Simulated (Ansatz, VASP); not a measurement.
**One calculation of ZnO, two programs**

Contents of INCAR:

```
SYSTEM = ZnO
PREC = Accurate
ENCUT = 520
EDIFF = 1E-6
ISMEAR = -1
SIGMA = 0.05
LREAL = .False.
LASPH = .True.
NELM = 100
ALGO = Normal
ISIF = 2
LWAVE = .False.
LCHARG = .False.
GGA = PE
NBANDS = 16
```

KPOINTS

```
Automatic mesh
0
Gamma
  11 11 11
  0 0 0
```

The input POSCAR:

```
ZnO
1.0
    0.0000000000      2.1548815479      2.1548815479
    2.1548815479      0.0000000000      2.1548815479
    2.1548815479      2.1548815479      0.0000000000
Zn O
1 1
Direct
    0.0000000000      0.0000000000      0.0000000000
    0.5000000000      0.5000000000      0.5000000000
```

File input.yaml:

```yaml
crystal:
  lattice:
    - [0.0, 2.1548815479, 2.1548815479]
    - [2.1548815479, 0.0, 2.1548815479]
    - [2.1548815479, 2.1548815479, 0.0]
  atoms:
    - { symbol: Zn, position: [0.0, 0.0, 0.0] }
    - { symbol: O, position: [0.5, 0.5, 0.5] }
hamiltonian:
  xc: pbe
  pseudopotentials: { kind: paw }
kpoints:
  mp_grid: { grid: [11, 11, 11] }
scf:
  occupations: { method: fermi_dirac, width: 0.05 }
output:
  forces: true
  stress: true
  eigenvalues: true
```

Alike in both runs: task single point; functional PBE; k mesh 11 × 11 × 11; occupations fermi-dirac, width 0.05 eV; no spin polarisation.

|  | VASP | Ansatz |
| --- | --- | --- |
| version | VASP 6.6.1 | Ansatz 0.2.0 |
| potentials or method | VASP PAW PBE potentials, release 64 (Zn, O) | Ansatz PAW |
| plane-wave cutoff (eV) | 520 | 420 |
| valence electrons in the cell | 18 | 18 |

|  | VASP | Ansatz | Ansatz less VASP |
| --- | --- | --- | --- |
| gap on the k mesh at the Fermi level (eV) | 0.81 | 0.84 | +0.031 |
| least direct gap on the mesh (eV) | 2.07 | 2.11 | +0.032 |
| pressure (GPa) | 3.4 | 2.4 | -1.00 |

With one functional, cell and mesh, what is left measures potentials, basis and numerics.

Noted on Ansatz's run: odd divisions of the mesh miss points on the zone boundary, where band edges often lie, so the gap on the mesh can be too wide.
